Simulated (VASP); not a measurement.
# SnO (P4/nmm) in VASP: a series of runs

Runs on SnO. Level: LDA. Tasks: electric field gradients.

All numbers are computed with VASP 6.6.1; they aren't measurements. Logs are shortened: lines on timing, memory, paths and dates and some standing lists are left out, and cuts for length are marked.

### Step 1. The cell of the first run

It takes space group P4/nmm (No. 129, tetragonal). The conventional cell has a = 3.878 Å, b = 3.878 Å, c = 4.836 Å, α = 90.00°, β = 90.00°, γ = 90.00°. Sn (site symmetry 4mm) has 4 O at 2.26 Å within 3.0 Å. O (site symmetry -4m2) has 4 Sn at 2.26 Å and 4 O at 2.74 Å within 3.0 Å.

### Step 2. Electric field gradients, LDA (equal xx and yy strain of +2 %)

INCAR reads:

```
  PREC = Accurate
  ENCUT = 520
  EDIFF = 1E-8
  ISMEAR = -1
  SIGMA = 0.02
  LREAL = False
  LASPH = True
  NELM = 60
  ALGO = Normal
  ISIF = 2
  LWAVE = False
  LCHARG = False
  GGA = CA
  LEFG = True
  NBANDS = 28
```

KPOINTS reads:

```
Automatic mesh
0
Gamma
  6 6 5
```

POSCAR reads:

```
SnO
1.0
    3.8780400000      0.0000000000      0.0000000000
    0.0000000000      3.8780400000      0.0000000000
    0.0000000000      0.0000000000      4.8360000000
Sn O
2 2
Direct
    0.0000000000      0.5000000000      0.2385000000
    0.5000000000      0.0000000000      0.7615000000
    0.0000000000      0.0000000000      0.0000000000
    0.5000000000      0.5000000000      0.0000000000
```

Potentials or basis: VASP PAW LDA potentials, release 64 (Sn_d, O).

The run is started by

```bash
cat potpaw_LDA.64/Sn_d/POTCAR potpaw_LDA.64/O/POTCAR > POTCAR
mpirun -np 1 vasp_std > vasp.out
```

OUTCAR:

```text
PREC = Accurate
   ENCUT = 520
   EDIFF = 1E-8
   ISMEAR = -1
   LREAL = False
   LASPH = True
   NELM = 60
   ISIF = 2
   GGA = CA

 ion  position               nearest neighbor table
   1  0.000  0.500  0.239-   3 2.26   4 2.26   3 2.26   4 2.26   2 3.58   2 3.58   2 3.58   2 3.58
                             2 3.73   2 3.73   2 3.73   2 3.73
   2  0.500  0.000  0.761-   3 2.26   4 2.26   4 2.26   3 2.26   1 3.58   1 3.58   1 3.58   1 3.58
                             1 3.73   1 3.73   1 3.73   1 3.73
   3  0.000  0.000  0.000-   1 2.26   2 2.26   1 2.26   2 2.26
   4  0.500  0.500  0.000-   1 2.26   2 2.26   2 2.26   1 2.26

  LATTYP: Found a simple tetragonal cell.
 ALAT       =     3.8780400000
 C/A-ratio  =     1.2470216914

  Lattice vectors:

 A1 = (   3.8780400000,   0.0000000000,   0.0000000000)
 A2 = (   0.0000000000,   3.8780400000,   0.0000000000)
 A3 = (   0.0000000000,   0.0000000000,   4.8360000000)

Analysis of symmetry for initial positions (statically):
=====================================================================
 Subroutine PRICEL returns:
 Original cell was already a primitive cell.

 Routine SETGRP: Setting up the symmetry group for a
 simple tetragonal supercell.

 Subroutine GETGRP returns: Found 16 space group operations
 (whereof  8 operations were pure point group operations)
 out of a pool of 16 trial point group operations.

The static configuration has the point symmetry D_2d.
 The point group associated with its full space group is D_4h.

Analysis of symmetry for dynamics (positions and initial velocities):
=====================================================================
 Subroutine PRICEL returns:
 Original cell was already a primitive cell.

 Routine SETGRP: Setting up the symmetry group for a
 simple tetragonal supercell.

 Subroutine GETGRP returns: Found 16 space group operations
 (whereof  8 operations were pure point group operations)
 out of a pool of 16 trial point group operations.

The dynamic configuration has the point symmetry D_2d.
 The point group associated with its full space group is D_4h.

 Subroutine INISYM returns: Found 16 space group operations
 (whereof  8 operations are pure point group operations),
 and found     1 'primitive' translations

[... 145 lines left out ...]

 E-fermi :   6.3181     XC(G=0): -10.4878

 val. band max:        6.1580805062   @ k =   0.0000   0.0000   0.0000
 cond. band min:       6.4728751683   @ k =   0.5000   0.5000   0.0000
 fundamental gap:      0.3147946621
 Fermi energy:         6.3181409853

 k-point     1 :       0.0000    0.0000    0.0000
  band No.  band energies     occupation
      1     -15.3764      2.00000
      2     -15.0297      2.00000
      3     -15.0297      2.00000
      4     -15.0173      2.00000
      5     -14.9855      2.00000
      6     -14.9826      2.00000
[... 733 lines left out ...]
     27      15.3182      0.00000
     28      15.3182      0.00000

 [... further k-points ...]

------------------------ aborting loop because EDIFF is reached ----------------------------------------

  FORCE on cell =-STRESS in cart. coord.  units (eV):
  Direction    XX          YY          ZZ          XY          YZ          ZX
  --------------------------------------------------------------------------------------
  -------------------------------------------------------------------------------------
  Total       -3.1496504     -3.1496504     -2.0566124      0.0000000     -0.0000000      0.0000000
  in kB      -69.3844380    -69.3844380    -45.3056295      0.0000000     -0.0000000      0.0000000
  external PRESSURE =     -61.3581685 kB  Pullay stress =       0.0000000 kB

 VOLUME and BASIS-vectors are now :
 -----------------------------------------------------------------------------
  energy-cutoff  :      520.00
  volume of cell :       72.73
      direct lattice vectors                 reciprocal lattice vectors
     3.878040000  0.000000000  0.000000000     0.257862219  0.000000000  0.000000000
     0.000000000  3.878040000  0.000000000     0.000000000  0.257862219  0.000000000
     0.000000000  0.000000000  4.836000000     0.000000000  0.000000000  0.206782465

 POSITION                                       TOTAL-FORCE (eV/Angst)
 -----------------------------------------------------------------------------------
      0.00000      1.93902      1.15339        -0.000000      0.000000     -0.562597
      1.93902      0.00000      3.68261         0.000000     -0.000000      0.562597
      0.00000      0.00000      0.00000         0.000000     -0.000000      0.000000
      1.93902      1.93902      0.00000        -0.000000      0.000000      0.000000
 -----------------------------------------------------------------------------------
    total drift:                                0.000000      0.000000     -0.000000

  FREE ENERGIE OF THE ION-ELECTRON SYSTEM (eV)
  ---------------------------------------------------
  free  energy   TOTEN  =       -25.6263114935 eV

  energy  without entropy=      -25.6263079314  energy(sigma->0) =      -25.62630971

 Electric field gradients (V/A^2)
---------------------------------------------------------------------
 ion       V_xx      V_yy      V_zz      V_xy      V_xz      V_yz
---------------------------------------------------------------------
   1      75.848    75.848  -151.696    -0.000     0.000     0.000
   2      75.848    75.848  -151.696     0.000     0.000    -0.000
   3       1.606     1.606    -3.212    -0.000     0.000     0.000
   4       1.606     1.606    -3.212    -0.000     0.000    -0.000
---------------------------------------------------------------------

 Electric field gradients after diagonalization (V/A^2)
 (convention: |V_zz| > |V_xx| > |V_yy|)
----------------------------------------------------------------------
 ion       V_xx      V_yy      V_zz     asymmetry (V_yy - V_xx)/ V_zz
----------------------------------------------------------------------
   1      75.848    75.848  -151.696       0.000
   2      75.848    75.848  -151.696       0.000
   3       1.606     1.606    -3.212       0.000
   4       1.606     1.606    -3.212       0.000
----------------------------------------------------------------------

           NMR quadrupolar parameters

 Cq : quadrupolar parameter    Cq=e*Q*V_zz/h
 eta: asymmetry parameters     (V_yy - V_xx)/ V_zz
 Q  : nuclear electric quadrupole moment in mb (millibarn)
----------------------------------------------------------------------
 ion       Cq(MHz)       eta       Q (mb)
----------------------------------------------------------------------
   1      -0.367       0.000       1.000
   2      -0.367       0.000       1.000
   3      -0.008       0.000       1.000
   4      -0.008       0.000       1.000
----------------------------------------------------------------------
```

OSZICAR:

```text
N       E                     dE             d eps       ncg     rms          rms(c)
DAV:   1     0.416400388223E+03    0.41640E+03   -0.19906E+04  1740   0.217E+03
DAV:   2     0.360409437727E+02   -0.38036E+03   -0.36593E+03  1736   0.537E+02
DAV:   3    -0.259265676379E+02   -0.61968E+02   -0.60507E+02  1936   0.180E+02
DAV:   4    -0.292046993728E+02   -0.32781E+01   -0.32589E+01  1916   0.440E+01
DAV:   5    -0.292869991497E+02   -0.82300E-01   -0.82292E-01  1840   0.759E+00    0.113E+01
DAV:   6    -0.257919893898E+02    0.34950E+01   -0.17191E+01  2704   0.464E+01    0.529E+00
DAV:   7    -0.256839597599E+02    0.10803E+00   -0.21917E+00  1968   0.887E+00    0.243E+00
DAV:   8    -0.256398447908E+02    0.44115E-01   -0.35354E-01  1824   0.368E+00    0.766E-01
DAV:   9    -0.256259340407E+02    0.13911E-01   -0.42710E-02  2756   0.201E+00    0.227E-01
DAV:  10    -0.256268143187E+02   -0.88028E-03   -0.70568E-03  2424   0.728E-01    0.157E-01
DAV:  11    -0.256262903699E+02    0.52395E-03   -0.22194E-03  2580   0.408E-01    0.159E-02
DAV:  12    -0.256263124715E+02   -0.22102E-04   -0.23415E-04  1732   0.934E-02    0.212E-02
DAV:  13    -0.256263118451E+02    0.62641E-06   -0.98088E-06  2096   0.227E-02    0.651E-03
DAV:  14    -0.256263115208E+02    0.32427E-06   -0.17914E-06  2100   0.909E-03    0.111E-03
DAV:  15    -0.256263115014E+02    0.19417E-07   -0.21387E-07  2172   0.301E-03    0.142E-03
DAV:  16    -0.256263114935E+02    0.78762E-08   -0.15738E-08  1388   0.123E-03
   1 F= -.25626311E+02 E0= -.25626310E+02  d E =-.356206E-05
```

stdout:

```text
POSCAR found type information on POSCAR SnO
 POSCAR found :  2 types and       4 ions
 scaLAPACK will be used
 LDA part: xc-table for (Slater(with rela. corr.)+CA(PZ))
 , standard interpolation
 POSCAR, INCAR and KPOINTS ok, starting setup
 FFT: planning ... GRIDC
 FFT: planning ... GRID_SOFT
 FFT: planning ... GRID
 WAVECAR not read
 entering main loop
ion   1

ion   2

ion   3

ion   4
```

Run time: 43 s. Hardware: 1 thread of AMD EPYC 7R13 (Zen 3), shared host; peak memory 0.15 GiB.

Results:

| Quantity | Value |
| --- | --- |
| Free energy | -25.6263 eV |
| Pressure | -6.1 GPa |
| Largest force | 0.563 eV/Å |
| Band gap on the k mesh | 0.31 eV, indirect (least direct gap 1.96 eV) |

Forces in eV/Å, atoms in the order of the input:
```
Sn   0.000  0.000 -0.563
Sn   0.000  0.000  0.563
O    0.000  0.000  0.000
O    0.000  0.000  0.000
```

Levels at points of the mesh, in eV from the valence-band top:
```csv
k point,band 18,band 19,band 20,band 21,band 22,band 23
"(0.00, 0.00, 0.00)",-2.83,-2.83,0.00,2.06,4.45,4.72
"(0.50, 0.00, 0.00)",-4.44,-2.35,-2.35,3.25,3.25,5.84
"(0.50, 0.50, 0.00)",-2.17,-1.66,-1.66,0.31,0.31,4.62
```

Electric field gradients, principal values (V/Å²):
```tsv
atom	least	middle	greatest (by size)
1 Sn	75.848	75.848	-151.696
2 Sn	75.848	75.848	-151.696
3 O	1.606	1.606	-3.212
4 O	1.606	1.606	-3.212
```

Caveat: the cell differs from its parent crystal (equal xx and yy strain of +2 %); without QUAD_EFG the Cq values of the log hold for a quadrupole moment of 1 mb, not for the nuclei; spin-orbit coupling is left out, which moves the levels of the heavy elements. A k mesh can miss the band edges.

[end of part 1 of 2]
